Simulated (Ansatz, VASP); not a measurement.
# O in VASP and in Ansatz

```
O
1.0
     0.00000    1.91475    3.95014
     1.52154    0.00000    3.95014
     1.52154    1.91475    0.00000
O
2
Cartesian
  1.5215 1.9148 3.3268
  1.5215 1.9148 4.5735
```

Change from the starting cell: volume scaled by 1.04, PAW files.

Alike in both runs: task electric field gradients; functional LDA; k mesh 14 × 14 × 14; occupations fermi-dirac, width 0.08 eV; no spin polarisation.

|  | VASP | Ansatz |
| --- | --- | --- |
| version | VASP 6.6.1 | Ansatz 0.2.0 |
| potentials or method | VASP PAW LDA potentials, release 64 (O) | PAW with Ansatz's default frozen-core files, scalar-relativistic |
| plane-wave cutoff (eV) | 520 | 420 |
| valence electrons in the cell | 12 | 12 |

Ansatz gave:

```
pressure (GPa)                                                : -15.0
traceless stress, the component that is largest in VASP (GPa) : -13.69
rms of the force components (eV/Å)                            : 1.825
size of Vzz on the site where it differs most (V/Å²)          : 132.5
```

Which values does VASP return?

Pressure (GPa): -11.8; traceless stress, the component that is largest in VASP (GPa): -6.69; rms of the force components (eV/Å): 1.116; size of Vzz on the site where it differs most (V/Å²): 134.3.

LDA's correlation is that of Perdew and Zunger in VASP and of Perdew and Wang (1992) in Ansatz. Atom by atom the forces differ by 0.709 eV/Å (rms over components).

Noted on VASP's run: the standard files for N, O and F lose accuracy on very short bonds; spin is off for a triplet molecule.
